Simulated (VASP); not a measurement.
Here is a VASP 6.6.1 calculation.

File POSCAR:

```
Mg
1.0
   -1.7985118965      1.7985118965      1.6451208489
    1.7985118965     -1.7985118965      1.6451208489
    1.7985118965      1.7985118965     -1.6451208489
Mg
1
Direct
    0.0000000000      0.0000000000      0.0000000000
```

Contents of INCAR.step1:

```
SYSTEM = Mg
ALGO     = Normal         ! electronic algorithm
EDIFF    = 1E-5           ! SCF threshold, eV
ENCUT    = 920            ! plane-wave cutoff, eV
GGA      = PE             ! functional
GGA_COMPAT= .False.      
ISMEAR   = 0              ! smearing method
LASPH    = .True.         ! aspherical terms in the spheres
LCHARG   = .False.        ! write CHGCAR
LREAL    = .False.        ! projectors in reciprocal space
LWAVE    = .True.         ! write WAVECAR
NBANDS   = 11             ! bands
NELM     = 120            ! most SCF steps
PREC     = Accurate       ! precision mode
SIGMA    = 0.01           ! smearing width, eV
```

INCAR.step2

```
SYSTEM = Mg
ALGO     = Normal         ! electronic algorithm
EDIFF    = 1E-6           ! SCF threshold, eV
ENCUT    = 920            ! plane-wave cutoff, eV
GGA_COMPAT= .False.      
ISIF     = 2              ! what is computed and relaxed
ISMEAR   = 0              ! smearing method
ISTART   = 1            
LASPH    = .True.         ! aspherical terms in the spheres
LCHARG   = .True.         ! write CHGCAR
LELF     = .True.         ! ELF
LMIXTAU  = .True.       
LREAL    = .False.        ! projectors in reciprocal space
LVHAR    = .True.       
LWAVE    = .False.        ! write WAVECAR
METAGGA  = R2SCAN         ! meta-GGA
NBANDS   = 11             ! bands
NELM     = 120            ! most SCF steps
PREC     = Accurate       ! precision mode
SIGMA    = 0.01           ! smearing width, eV
```

Contents of KPOINTS:

```
k-points
0
Gamma
  11 11 11
  0 0 0
```

Potentials or basis: VASP PAW PBE potentials, release 64 (Mg_sv).

Run with:

```console
$ cat potpaw_PBE.64/Mg_sv/POTCAR > POTCAR
$ cp INCAR.step1 INCAR
$ mpirun -np 1 vasp_std > vasp.out
$ cp INCAR.step2 INCAR
$ mpirun -np 1 vasp_std > vasp.out
```

Problem. Estimate the band gap on the k mesh.

Solution. Zero (bands 5 and 6 overlap by 4.47 eV).

Problem. Predict the pressure.

Solution. 2.7 GPa.

Stress tensor (GPa, compression positive):
```
1.82 0.00 0.00
0.00 1.82 0.00
0.00 0.00 4.55
```

Caveat: the PAW data sets were made with another functional, which shifts forces and pressure a little.
